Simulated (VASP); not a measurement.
Set up this calculation in VASP 6.6.1, as the native input.

```yaml
Task: relaxation of cell and atoms
Functional: LDA
Potentials_or_basis: VASP PAW LDA potentials, release 64 (Au)
Cutoff: 500 eV
k_mesh: 9 × 9 × 9
Occupations: fermi-dirac, width 0.05 eV
Spin: no spin polarisation
Dipole_correction: no
Further_INCAR_settings: ALGO = Normal; EDIFF = 1e-07; IBRION = 2; EDIFFG = -0.02; NSW = 80; ISIF = 3
```

The structure of Au lies in POSCAR:

```
Au
1.0
    0.0000000000      2.0350000000      2.0350000000
    2.0350000000      0.0000000000      2.0350000000
    2.0350000000      2.0350000000      0.0000000000
Au
1
Direct
    0.0000000000      0.0000000000      0.0000000000
```

These files were run (other wordings do the same):

INCAR

```
SYSTEM = Au
PREC = Accurate
ENCUT = 500
EDIFF = 1E-7
ISMEAR = -1
SIGMA = 0.05
LREAL = .False.
LASPH = .True.
NELM = 120
ALGO = Normal
ISIF = 3
LWAVE = .False.
LCHARG = .False.
IBRION = 2
NSW = 80
EDIFFG = -0.02
GGA_COMPAT = .False.
NELMIN = 4
```

KPOINTS

```
Automatic mesh
0
Gamma
  9 9 9
  0 0 0
```

Potentials or basis: VASP PAW LDA potentials, release 64 (Au).

The run is started by

```sh
$ cat potpaw_LDA.64/Au/POTCAR > POTCAR
$ mpirun -np 1 vasp_std > vasp.out
```

It gave:

The relaxed volume is 16.62 Å³/atom. The relaxed cell is a = 2.864 Å, b = 2.864 Å, c = 2.864 Å, α = 60.00°, β = 60.00°, γ = 60.00° and the space group after relaxing (to 0.1 Å) is Fm-3m (No. 225). The energy gained by relaxing is 2.0 meV/atom, the ionic steps are 3 and the pressure after relaxing is 0.0 GPa. The band gap on the k mesh is zero (an odd number of electrons rules out a gap without spin polarisation).

Caveat: spin-orbit coupling is left out, which moves the levels of the heavy elements.

Run time: 16 s on 1 thread of AMD EPYC 7R43 64-Core Processor (Zen 3), with other jobs on the host, peak memory 0.11 GiB.
